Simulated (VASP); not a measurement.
Wanted: the native input for a VASP 6.6.1 run.

```yaml
Task: relaxation of the atoms
Functional: PBE
Potentials_or_basis: VASP PAW PBE potentials, release 64 (Ba_sv, Ti_sv, O)
Cutoff: 520 eV
k_mesh: 8 × 8 × 6
Occupations: gaussian, width 0.02 eV
Spin: no spin polarisation
Dipole_correction: no
Further_INCAR_settings: ALGO = Normal; EDIFF = 1e-07; IBRION = 2; EDIFFG = -0.008; NSW = 60
```

The structure of BaTiO3 lies in POSCAR:

```
BaTiO3
1.0
    3.9854497974      0.0000000000      0.0000000000
    0.0000000000      3.9854497974      0.0000000000
    0.0000000000      0.0000000000      4.0114609257
Ba Ti O
1 1 3
Direct
    0.5000000000      0.5000000000      0.5835366231
    0.0000000000      0.0000000000      0.0998646625
    0.0000000000      0.5000000000      0.0630312755
    0.5000000000      0.0000000000      0.0630312755
    0.0000000000      0.0000000000      0.5505331535
```

This cell differs from its parent crystal: strain along c alone, the other axes held: -4.5 %.

The input as run:

INCAR

```
SYSTEM = BaTiO3
  ALGO = Normal
  EDIFF = 1E-7
  EDIFFG = -0.008
  ENCUT = 520
  GGA = PE
  IBRION = 2
  ISIF = 2
  ISMEAR = 0
  LASPH = .TRUE.
  LCHARG = .FALSE.
  LREAL = .FALSE.
  LWAVE = .FALSE.
  NELM = 60
  NSW = 60
  PREC = Accurate
  SIGMA = 0.02
```

KPOINTS

```
k-points
0
G
  8 8 6
  0 0 0
```

Potentials or basis: VASP PAW PBE potentials, release 64 (Ba_sv, Ti_sv, O).

Command:

```console
$ cat potpaw_PBE.64/Ba_sv/POTCAR potpaw_PBE.64/Ti_sv/POTCAR potpaw_PBE.64/O/POTCAR > POTCAR
$ mpirun -np 1 vasp_std > vasp.out
```

Results of the run:

The energy gained by relaxing is 2.4 meV/atom and the ionic steps are 6. The pressure after relaxing is 6.2 GPa, the largest force after relaxing is 0.003 eV/Å and the band gap on the k mesh is 1.80 eV (least direct gap 2.12 eV).

Caveat: the cell differs from its parent crystal (strain along c alone, the other axes held: -4.5 %); spin-orbit coupling is left out, which moves the levels of the heavy elements.

Wall time 5 min on 1 thread of Oxide Virtual Turin-like Processor, on a shared host, peak memory 0.2 GiB.
